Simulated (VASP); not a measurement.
Write the native input for VASP 6.6.1 that does the following.

- Task: single point
- Functional: LDA
- Potentials or basis: VASP PAW LDA potentials, release 64 (Ti_sv)
- Cutoff: 520 eV
- k mesh: 14 × 14 × 14
- Occupations: fermi-dirac, width 0.05 eV
- Spin: no spin polarisation
- Dipole correction: no
- Further INCAR settings: ALGO = Normal; EDIFF = 1e-06; NBANDS = 12

The structure of Ti lies in POSCAR:

```
Ti
1.0
    0.0000000000      2.0232106516      2.0232106516
    2.0232106516      0.0000000000      2.0232106516
    2.0232106516      2.0232106516      0.0000000000
Ti
1
Direct
    0.0000000000      0.0000000000      0.0000000000
```

This cell differs from its parent crystal: volume scaled by 0.99.

The input as run:

INCAR

```
  PREC = Accurate
  ENCUT = 520
  EDIFF = 1E-6
  ISMEAR = -1
  SIGMA = 0.05
  LREAL = False
  LASPH = True
  NELM = 60
  ALGO = Normal
  ISIF = 2
  LWAVE = False
  LCHARG = False
  GGA = CA
  NBANDS = 12
```

KPOINTS

```
Automatic mesh
0
Gamma
  14 14 14
```

Potentials or basis: VASP PAW LDA potentials, release 64 (Ti_sv).

Launch:

```sh
$ cat potpaw_LDA.64/Ti_sv/POTCAR > POTCAR
$ mpirun -np 1 vasp_std > vasp.out
```

Results of the run:

| Property | Result |
| --- | --- |
| Pressure | -3.9 GPa |
| Band gap on the k mesh | zero (band 6 reaches 9.37 eV, above the bottom of band 7 at 8.05 eV) |

Run time: 9.7 s on 1 thread of Intel Xeon 6975P-C, with other jobs on the host, peak memory 0.14 GiB.
